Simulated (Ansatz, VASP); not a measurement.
SrO: VASP beside Ansatz

The input POSCAR:

```
SrO
1.0
    0.0000000000      2.5698000000      2.5698000000
    2.5698000000      0.0000000000      2.5698000000
    2.5698000000      2.5698000000      0.0000000000
Sr O
1 1
Direct
    0.0000000000      0.0000000000      0.0000000000
    0.4931209940      0.5000000000      0.5000000000
```

INCAR.step1

```
SYSTEM = SrO
  PREC = Accurate
  ENCUT = 520
  ISMEAR = 0
  SIGMA = 0.05
  LREAL = .FALSE.
  LASPH = .TRUE.
  NELM = 80
  NBANDS = 15
  GGA = PE
  ALGO = Normal
  EDIFF = 1E-4
  LWAVE = .TRUE.
  LCHARG = .FALSE.
```

Contents of INCAR.step2:

```
SYSTEM = SrO
  PREC = Accurate
  ENCUT = 520
  EDIFF = 1E-6
  ISMEAR = 0
  SIGMA = 0.05
  LREAL = .FALSE.
  LASPH = .TRUE.
  NELM = 80
  ALGO = Normal
  ISIF = 2
  LWAVE = .FALSE.
  LCHARG = .TRUE.
  METAGGA = R2SCAN
  LMIXTAU = .TRUE.
  LELF = .TRUE.
  LVHAR = .TRUE.
  NBANDS = 15
  ISTART = 1
```

File KPOINTS:

```
regular mesh
0
G
  8 8 8
  0 0 0
```

Input for Ansatz:

```yaml
crystal:
  lattice:
    - [0.0, 2.5698, 2.5698]
    - [2.5698, 0.0, 2.5698]
    - [2.5698, 2.5698, 0.0]
  atoms:
    - { symbol: Sr, position: [0.0, 0.0, 0.0] }
    - { symbol: O, position: [0.493120994, 0.5, 0.5] }
basis:
  ecutwfc: 500
kpoints:
  mp_grid: { grid: [8, 8, 8] }
hamiltonian:
  xc: r2scan
scf:
  occupations: { method: gaussian, width: 0.05 }
output:
  forces: true
  stress: true
  eigenvalues: true
```

Change from the starting cell: all O atoms moved +0.025 Å, as atom 2 towards its neighbour atom 2 (O) at 3.634 Å.

Alike in both runs: task single point; functional r2SCAN; k mesh 8 × 8 × 8; occupations gaussian, width 0.05 eV; no spin polarisation.

```csv
,VASP,Ansatz
version,VASP 6.6.1,Ansatz 0.2.0
potentials or method,"VASP PAW PBE potentials, release 64 (Sr_sv, O), cutoff 520 eV","scalar-relativistic, plane waves, PAW"
valence electrons in the cell,16,16
```

Ansatz gave:

- gap on the k mesh at the Fermi level (eV): 3.80
- least direct gap on the mesh (eV): 3.87
- pressure (GPa): 1.1
- rms of the force components (eV/Å): 0.035

Which values does VASP return?

gap on the k mesh at the Fermi level (eV): 3.75; least direct gap on the mesh (eV): 3.83; pressure (GPa): 1.7; rms of the force components (eV/Å): 0.037.

VASP's potentials were made for PBE, not for r2SCAN. Atom by atom the forces differ by 0.002 eV/Å (rms over components). The functional is the same, so the differences come from potentials, cutoffs and numerics.
